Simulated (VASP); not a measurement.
# BN (P3m1) in VASP: a series of runs

Runs on BN. Level: r2SCAN. Tasks: single point.

Everything below comes from runs of VASP 6.6.1. Logs are shortened: lines on timing, memory, paths and dates and some standing lists are left out, and cuts for length are marked.

### 1 The cell of the first run

Symmetry: P3m1, No. 156, trigonal system. Conventional cell: a = 2.544 Å, b = 2.544 Å, c = 4.208 Å, α = 90.00°, β = 90.00°, γ = 120.00°. Within 2.1 Å of B (site symmetry 3m) lie 4 N at 1.59 to 2.02 Å. Within 1.6 Å of B (site symmetry 3m) lie 4 N at 1.13 to 1.54 Å. N (site symmetry 3m) has 5 B at 1.54 to 2.19 Å and 3 N at 2.16 Å within 2.2 Å. N (site symmetry 3m) has 1 B at 1.13 Å within 1.5 Å.

### 2 Single point, r2SCAN (atoms displaced along a vibrational mode)

Contents of POSCAR:

```
BN
1.0
    2.5439665234      0.0000000000      0.0000000000
   -1.2719832617      2.2031396356      0.0000000000
    0.0000000000      0.0000000000      4.2077449346
B N
2 2
Direct
    0.6666666667      0.3333333333      1.0429639664
    0.3333333333      0.6666666667      0.4566352154
    0.6666666667      0.3333333333      0.5628154490
    0.3333333333      0.6666666667      0.1875853692
```

Contents of INCAR.step1:

```
PREC = Accurate
ENCUT = 520
ISMEAR = 0
SIGMA = 0.05
LREAL = False
LASPH = True
NELM = 60
NBANDS = 16
GGA = PE
ALGO = Normal
EDIFF = 1E-4
LWAVE = True
LCHARG = False
```

Contents of INCAR.step2:

```
PREC = Accurate
ENCUT = 520
EDIFF = 1E-6
ISMEAR = 0
SIGMA = 0.05
LREAL = False
LASPH = True
NELM = 60
ALGO = Normal
ISIF = 2
LWAVE = False
LCHARG = False
METAGGA = R2SCAN
LMIXTAU = True
NBANDS = 16
ISTART = 1
```

Contents of KPOINTS:

```
Automatic mesh
0
Gamma
  12 12 6
```

Potentials or basis: VASP PAW PBE potentials, release 64 (B, N).

Run with:

```
$ cat potpaw_PBE.64/B/POTCAR potpaw_PBE.64/N/POTCAR > POTCAR
$ cp INCAR.step1 INCAR
$ mpirun -np 1 vasp_std > vasp.out
$ cp INCAR.step2 INCAR
$ mpirun -np 1 vasp_std > vasp.out
```

OUTCAR:

```text
PREC = Accurate
   ENCUT = 520
   EDIFF = 1E-6
   ISMEAR = 0
   LREAL = False
   LASPH = True
   NELM = 60
   ISIF = 2
   METAGGA = R2SCAN
   ISTART = 1

 ion  position               nearest neighbor table
   1  0.667  0.333  0.043-   4 1.59   4 1.59   4 1.59
   2  0.333  0.667  0.457-   4 1.13   3 1.54   3 1.54   3 1.54
   3  0.667  0.333  0.563-   2 1.54   2 1.54   2 1.54
   4  0.333  0.667  0.188-   2 1.13   1 1.59   1 1.59   1 1.59

  LATTYP: Found a hexagonal cell.
 ALAT       =     2.5439665234
 C/A-ratio  =     1.6540095539

  Lattice vectors:

 A1 = (   2.5439665234,   0.0000000000,   0.0000000000)
 A2 = (  -1.2719832617,   2.2031396356,   0.0000000000)
 A3 = (   0.0000000000,   0.0000000000,   4.2077449346)

Analysis of symmetry for initial positions (statically):
=====================================================================
 Subroutine PRICEL returns:
 Original cell was already a primitive cell.

 Routine SETGRP: Setting up the symmetry group for a
 hexagonal supercell.

 Subroutine GETGRP returns: Found  6 space group operations
 (whereof  6 operations were pure point group operations)
 out of a pool of 24 trial point group operations.

The static configuration has the point symmetry C_3v.

Analysis of symmetry for dynamics (positions and initial velocities):
=====================================================================
 Subroutine PRICEL returns:
 Original cell was already a primitive cell.

 Routine SETGRP: Setting up the symmetry group for a
 hexagonal supercell.

 Subroutine GETGRP returns: Found  6 space group operations
 (whereof  6 operations were pure point group operations)
 out of a pool of 24 trial point group operations.

The dynamic configuration has the point symmetry C_3v.

 Subroutine INISYM returns: Found  6 space group operations
 (whereof  6 operations are pure point group operations),
 and found     1 'primitive' translations

----------------------------------------------------------------------------------------

                                     Primitive cell

  volume of cell :      23.5832

  direct lattice vectors                    reciprocal lattice vectors
     2.543966523  0.000000000  0.000000000     0.393086934  0.226948847  0.000000000
    -1.271983262  2.203139636  0.000000000     0.000000000  0.453897694  0.000000000
     0.000000000  0.000000000  4.207744935     0.000000000  0.000000000  0.237656991

  length of vectors
     2.543966523  2.543966523  4.207744935     0.453897694  0.453897694  0.237656991

  position of ions in fractional coordinates (direct lattice)
     0.666666667  0.333333333  0.042963966
     0.333333333  0.666666667  0.456635215
     0.666666667  0.333333333  0.562815449
     0.333333333  0.666666667  0.187585369

  ion indices of the primitive-cell ions
   primitive index   ion index
                 1           1
                 2           2
                 3           3
                 4           4

----------------------------------------------------------------------------------------

 KPOINTS: Automatic mesh

Automatic generation of k-mesh.
 Grid dimensions read from file:
 generate k-points for:   12   12    6

 Generating k-lattice:

  Cartesian coordinates                     Fractional coordinates (reciprocal lattice)
     0.032757244  0.018912404  0.000000000     0.083333333 -0.000000000  0.000000000
     0.000000000  0.037824808  0.000000000     0.000000000  0.083333333  0.000000000
     0.000000000  0.000000000  0.039609498     0.000000000  0.000000000  0.166666667

  Length of vectors
     0.037824808  0.037824808  0.039609498

  Shift w.r.t. Gamma in fractional coordinates (k-lattice)
     0.000000000  0.000000000  0.000000000

 Subroutine IBZKPT returns following result:
 ===========================================

 Found    100 irreducible k-points:

 Following reciprocal coordinates:
            Coordinates               Weight
  0.000000  0.000000  0.000000      1.000000
  0.083333  0.000000  0.000000      6.000000
  0.166667  0.000000  0.000000      6.000000
  0.250000  0.000000  0.000000      6.000000
  0.333333 -0.000000  0.000000      6.000000
  0.416667  0.000000  0.000000      6.000000
[... 16 lines left out ...]
  0.166667  0.000000  0.166667      6.000000
  0.000000  0.166667  0.166667      6.000000
 [... further k-points ...]
   k-points           NKPTS =    100   k-points in BZ     NKDIM =    100   number of bands    NBANDS=     16
   number of dos      NEDOS =    301   number of ions     NIONS =      4
   total plane-waves  NPLWV =  12800
   dimension x,y,z NGX =    20 NGY =   20 NGZ =   32
   dimension x,y,z NGXF=    40 NGYF=   40 NGZF=   64
   ions per type =               2   2
   NGX,Y,Z   is equivalent  to a cutoff of  13.07, 13.07, 12.64 a.u.
   NGXF,Y,Z  is equivalent  to a cutoff of  26.14, 26.14, 25.29 a.u.
 SYSTEM =  unknown system
   PREC   = accura    normal or accurate (medium, high low for compatibility)
   ISTART =      1    job   : 0-new  1-cont  2-samecut
   ICHARG =      0    charge: 1-file 2-atom 10-const
   ISPIN  =      1    spin polarized calculation?
   LNONCOLLINEAR =      F non collinear calculations
   LSORBIT =      F    spin-orbit coupling
   LASPH  =      T    aspherical Exc in radial PAW
   ENCUT  =  520.0 eV  38.22 Ry    6.18 a.u.   4.73  4.73  7.82*2*pi/ulx,y,z
   NELM   =     60;   NELMIN=  2; NELMDL=  0     # of ELM steps
   EDIFF  = 0.1E-05   stopping-criterion for ELM
   LREAL  =      F    real-space projection
   EDIFFG = 0.1E-04   stopping-criterion for IOM
   NSW    =      0    number of steps for IOM
   IBRION =     -1    ionic relax: 0-MD 1-quasi-New 2-CG
   NFREE  =      0    steps in history (QN), initial steepest desc. (CG)
   ISIF   =      2    stress and relaxation
   ISYM   =      2    0-nonsym 1-usesym 2-fastsym
   POTIM  = 0.5000    time-step for ionic-motion
   TEBEG  =    0.0;   TEEND  =   0.0 temperature during run
   PSTRESS=    0.0 pullay stress
   NELECT =      16.0000    total number of electrons
   NUPDOWN=      -1.0000    fix difference up-down
   EMIN   =  10.00;   EMAX   =-10.00  energy-range for DOS
   EFERMI =   0.00;   METHOD = LEGACY
   ISMEAR =     0;   SIGMA  =   0.05  broadening in eV -4-tet -1-fermi 0-gaus
   EFERMI_NEDOS =   21; number of points for ismear=-14 and -15
   IALGO  =     38    algorithm
   IMIX   =      4    mixing-type and parameters
     AMIX     =   0.40;   BMIX     =  1.00
     AMIX_MAG =   1.60;   BMIX_MAG =  1.00
  volume/ion in A,a.u.               =       5.90        39.79
  Fermi-wavevector in a.u.,A,eV,Ry     =   1.438513  2.718396 28.154815  2.069321
  Thomas-Fermi vector in A             =   2.557472
   LORBIT       =      0    0 simple, 1 ext, 2 COOP (PROOUT), +10 PAW based schemes
   METAGGA = R2SCAN    functional components
   LHFCALC =     F    Hartree Fock is set to
   AEXX    =    0.0000 exact exchange contribution
   IVDW    =     0    specifies the selected vdW correction
   LEPSILON=     F    determine dielectric tensor
   LRPA    =     F    only Hartree local field effects (RPA)
 non-spin polarized calculation
 Gauss-broadening in eV      SIGMA  =   0.05
  energy-cutoff  :      520.00
  volume of cell :       23.58
 maximum number of plane-waves:       652
 NGX is ok and might be reduce to    20
   NGX =  9   NGY =  9   NGZ = 15

 number of electron      15.9999999 magnetization

 Free energy of the ion-electron system (eV)
  ---------------------------------------------------
  ext. energy  EPLUGINS =         0.00000000
  ---------------------------------------------------
  free energy    TOTEN  =       -31.81312593 eV

  energy without entropy =      -31.81312593  energy(sigma->0) =      -31.81312593

 E-fermi :   8.0756     XC(G=0): -13.5087

 val. band max:        7.8817757439   @ k =   0.0000   0.0000   0.0000
 cond. band min:      11.7685796758   @ k =   0.5000   0.0000   0.5000
 fundamental gap:      3.8868039320
 Fermi energy:         8.0756271713

 k-point     1 :       0.0000    0.0000    0.0000
  band No.  band energies     occupation
      1     -15.9501      2.00000
      2      -9.2319      2.00000
      3      -4.1320      2.00000
      4       3.2720      2.00000
      5       3.2720      2.00000
      6       6.1429      2.00000
[... 8 lines left out ...]
     15      21.2462      0.00000
     16      27.3143      0.00000

 k-point     2 :       0.0833    0.0000    0.0000
  band No.  band energies     occupation
      1     -15.7993      2.00000
      2      -9.1234      2.00000
      3      -3.9953      2.00000
      4       2.4660      2.00000
      5       3.0098      2.00000
      6       6.3099      2.00000
[... 8 lines left out ...]
     15      21.7557      0.00000
     16      25.9570      0.00000

 k-point     3 :       0.1667    0.0000    0.0000
  band No.  band energies     occupation
      1     -15.3531      2.00000
      2      -8.8234      2.00000
      3      -3.6030      2.00000
      4       0.7819      2.00000
      5       2.3785      2.00000
      6       5.7605      2.00000
[... 8 lines left out ...]
     15      23.0971      0.00000
     16      24.1933      0.00000

 k-point     4 :       0.2500    0.0000    0.0000
  band No.  band energies     occupation
      1     -14.6343      2.00000
      2      -8.4360      2.00000
      3      -3.0463      2.00000
      4      -0.9581      2.00000
      5       1.6541      2.00000
      6       3.9643      2.00000
[... 8 lines left out ...]
     15      24.2273      0.00000
     16      24.8759      0.00000
[... 324 lines left out ...]
 k-point    22 :       0.0000    0.0833    0.1667
  band No.  band energies     occupation
      1     -15.7447      2.00000
      2      -9.4927      2.00000
      3      -3.3569      2.00000
      4       2.5007      2.00000
      5       3.0493      2.00000
      6       5.8900      2.00000
[... 8 lines left out ...]
     15      21.5160      0.00000
     16      26.4297      0.00000

 k-point    23 :       0.1667    0.0000    0.1667
  band No.  band energies     occupation
      1     -15.3001      2.00000
      2      -9.1635      2.00000
      3      -3.0271      2.00000
      4       0.8208      2.00000
      5       2.4207      2.00000
      6       5.4066      2.00000
[... 8 lines left out ...]
     15      22.9239      0.00000
     16      24.6289      0.00000

 k-point    24 :       0.0000    0.1667    0.1667
  band No.  band energies     occupation
      1     -15.3003      2.00000
      2      -9.1584      2.00000
      3      -3.0682      2.00000
      4       0.8815      2.00000
      5       2.4244      2.00000
      6       5.6854      2.00000
[... 8 lines left out ...]
     15      22.8480      0.00000
     16      25.0300      0.00000

 [... further k-points ...]
[... 5 lines left out ...]
  --------------------------------------------------------------------------------------
  -------------------------------------------------------------------------------------
  Total        1.6954736      1.6954736     33.4659717     -0.0000000      0.0000000     -0.0000000
  in kB      115.1857600    115.1857600   2273.5850271     -0.0000000      0.0000000     -0.0000000
  external PRESSURE =     834.6521824 kB  Pullay stress =       0.0000000 kB

 VOLUME and BASIS-vectors are now :
 -----------------------------------------------------------------------------
  energy-cutoff  :      520.00
  volume of cell :       23.58
      direct lattice vectors                 reciprocal lattice vectors
     2.543966523  0.000000000  0.000000000     0.393086934  0.226948847  0.000000000
    -1.271983262  2.203139636  0.000000000     0.000000000  0.453897694  0.000000000
     0.000000000  0.000000000  4.207744935     0.000000000  0.000000000  0.237656991

 POSITION                                       TOTAL-FORCE (eV/Angst)
 -----------------------------------------------------------------------------------
      1.27198      0.73438      0.18078         0.000000     -0.000000     -2.762145
     -0.00000      1.46876      1.92140         0.000000      0.000000     28.194889
      1.27198      0.73438      2.36818        -0.000000      0.000000      9.286612
     -0.00000      1.46876      0.78931        -0.000000      0.000000    -34.719356
 -----------------------------------------------------------------------------------
    total drift:                               -0.000000      0.000000     -0.000082

  FREE ENERGIE OF THE ION-ELECTRON SYSTEM (eV)
  ---------------------------------------------------
  free  energy   TOTEN  =       -31.8131259311 eV

  energy  without entropy=      -31.8131259311  energy(sigma->0) =      -31.81312593
```

It took 2.8 min on 1 thread of Intel Xeon 8259CL, shared host; peak memory 0.15 GiB.

What came out:

| Item | Value |
| --- | --- |
| Free energy | -31.8131 eV |
| Pressure | 83.5 GPa |
| Largest force | 34.719 eV/Å |
| Band gap on the k mesh | 3.89 eV (least direct gap 5.10 eV) |

Forces in eV/Å, atoms in the order of the input:
```
B     0.000   0.000  -2.762
B     0.000   0.000  28.195
N     0.000   0.000   9.287
N     0.000   0.000 -34.719
```

Stress tensor (GPa, compression positive):
```
 11.52   0.00   0.00
  0.00  11.52   0.00
  0.00   0.00 227.36
```

Caveat: the cell differs from its parent crystal (atoms displaced along a vibrational mode); the cell stands under pressure; the PAW data sets were made with another functional, which shifts forces and pressure a little.

### 3 Single point, r2SCAN (atoms displaced along a vibrational mode)

Contents of POSCAR:

```
BN
1.0
    2.5439665234      0.0000000000      0.0000000000
   -1.2719832617      2.2031396356      0.0000000000
    0.0000000000      0.0000000000      4.2077449346
B N
2 2
Direct
    0.6666666667      0.3333333333      1.0306312877
    0.3333333333      0.6666666667      0.4689678941
    0.6666666667      0.3333333333      0.5806397233
    0.3333333333      0.6666666667      0.1697610949
```

Contents of INCAR.step1:

```
PREC     = Accurate       # precision mode
ENCUT    = 520            # plane-wave cutoff, eV
ISMEAR   = 0              # smearing method
SIGMA    = 0.05           # smearing width, eV
LREAL    = False          # projectors in reciprocal space
LASPH    = True           # aspherical terms in the spheres
NELM     = 60             # most SCF steps
NBANDS   = 16             # bands
GGA      = PE             # functional
ALGO     = Normal         # electronic algorithm
EDIFF    = 1E-4           # SCF threshold, eV
LWAVE    = True           # write WAVECAR
LCHARG   = False          # write CHGCAR
```

Contents of INCAR.step2:

```
PREC     = Accurate       # precision mode
ENCUT    = 520            # plane-wave cutoff, eV
EDIFF    = 1E-7           # SCF threshold, eV
ISMEAR   = 0              # smearing method
SIGMA    = 0.05           # smearing width, eV
LREAL    = False          # projectors in reciprocal space
LASPH    = True           # aspherical terms in the spheres
NELM     = 60             # most SCF steps
ALGO     = Normal         # electronic algorithm
ISIF     = 2              # what is computed and relaxed
LWAVE    = False          # write WAVECAR
LCHARG   = False          # write CHGCAR
METAGGA  = R2SCAN         # meta-GGA
LMIXTAU  = True         
NBANDS   = 16             # bands
ISTART   = 1
```

Contents of KPOINTS:

```
regular mesh
0
Gamma
  12 12 6
```

Potentials or basis: VASP PAW PBE potentials, release 64 (B, N).

Run with:

```
$ cat potpaw_PBE.64/B/POTCAR potpaw_PBE.64/N/POTCAR > POTCAR
$ cp INCAR.step1 INCAR
$ mpirun -np 1 vasp_std > vasp.out
$ cp INCAR.step2 INCAR
$ mpirun -np 1 vasp_std > vasp.out
```

Run time: 3.4 min. Hardware: 1 thread of Intel Xeon 8259CL, shared host; peak memory 0.16 GiB.

The run converged. Its results:

```
Free energy            : -35.4643 eV
Pressure               : 39.1 GPa
Largest force          : 17.397 eV/Å
Band gap on the k mesh : 5.02 eV (least direct gap 6.93 eV)
```

Forces on the atoms (eV/Å):
```
B     0.000   0.000  -2.417
B     0.000   0.000  12.947
N     0.000   0.000   6.867
N     0.000   0.000 -17.397
```

Stress tensor (GPa, compression positive):
```
  6.02   0.00   0.00
  0.00   6.02   0.00
  0.00   0.00 105.12
```

Levels at points of the mesh, in eV from the valence-band top:
```
           k point  band 4  band 5  band 6  band 7  band 8  band 9  band 10  band 11  band 12  band 13
(0.00, 0.00, 0.00)   -3.50   -3.50   -1.06    0.00    0.00    6.96     8.23     8.23     9.61    11.66
(0.50, 0.00, 0.00)   -8.76   -7.50   -6.37   -4.25   -2.15    6.47     7.73     9.82    10.63    12.33
(0.00, 0.00, 0.50)   -4.47   -3.25   -3.25   -0.46   -0.46    6.58     8.80     8.80    10.89    11.53
(0.50, 0.00, 0.50)  -10.07   -5.98   -5.72   -2.97   -2.09    5.02     6.84     9.45    11.17    12.80
```

Caveat: the cell differs from its parent crystal (atoms displaced along a vibrational mode); the cell stands under pressure; the PAW data sets were made with another functional, which shifts forces and pressure a little.

[end of part 1 of 2]
